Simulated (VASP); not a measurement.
Write the native input for VASP 6.6.1 that does the following.

```
Task                   : single point
Functional             : PBEsol
Potentials or basis    : VASP PAW PBE potentials, release 64 (W_sv, Se)
Cutoff                 : 520 eV
k mesh                 : 14 × 14 × 14
Occupations            : gaussian, width 0.1 eV
Spin                   : collinear spin
Starting moments       : [2.5, 0.0] μB
Dipole correction      : no
Further INCAR settings : ALGO = Normal; EDIFF = 1e-06; NBANDS = 21
```

The structure of WSe lies in POSCAR:

```
WSe
1.0
    0.0000000000      2.9672980552      2.9672980552
    2.9672980552      0.0000000000      2.9672980552
    2.9672980552      2.9672980552      0.0000000000
W Se
1 1
Direct
    0.0000000000      0.0000000000      0.0000000000
    0.2500000000      0.2500000000      0.2500000000
```

The input as run:

INCAR

```
ALGO     = Normal         # electronic algorithm
EDIFF    = 1E-6           # SCF threshold, eV
ENCUT    = 520            # plane-wave cutoff, eV
GGA      = PS             # functional
ISIF     = 2              # what is computed and relaxed
ISMEAR   = 0              # smearing method
ISPIN    = 2              # spin polarisation
LASPH    = T              # aspherical terms in the spheres
LCHARG   = T              # write CHGCAR
LELF     = T              # ELF
LMAXMIX  = 4              # l up to which the mixer works
LORBIT   = 11             # projections on sites
LREAL    = F              # projectors in reciprocal space
LVHAR    = T            
LWAVE    = F              # write WAVECAR
MAGMOM   = 2.5 0          # initial moments
NBANDS   = 21             # bands
NELM     = 150            # most SCF steps
PREC     = Accurate       # precision mode
SIGMA    = 0.1            # smearing width, eV
```

KPOINTS

```
k-points
0
Gamma
  14 14 14
```

Potentials or basis: VASP PAW PBE potentials, release 64 (W_sv, Se).

Launch:

```bash
$ cat potpaw_PBE.64/W_sv/POTCAR potpaw_PBE.64/Se/POTCAR > POTCAR
$ mpirun -np 1 vasp_std > vasp.out
```

It gave:

- Pressure: -14.6 GPa
- Net moment: 1.41 μB per cell
- Site moments: W +1.11; Se -0.03 μB
- Valence electrons inside the program's atomic spheres: W 11.81; Se 3.86

Caveat: the cell stands under tension; the PAW data sets were made with another functional, which shifts forces and pressure a little.

It took 79 s on 1 thread of AMD EPYC 9R45 96-Core Processor (Zen 5) (shared host), peak memory 0.29 GiB.
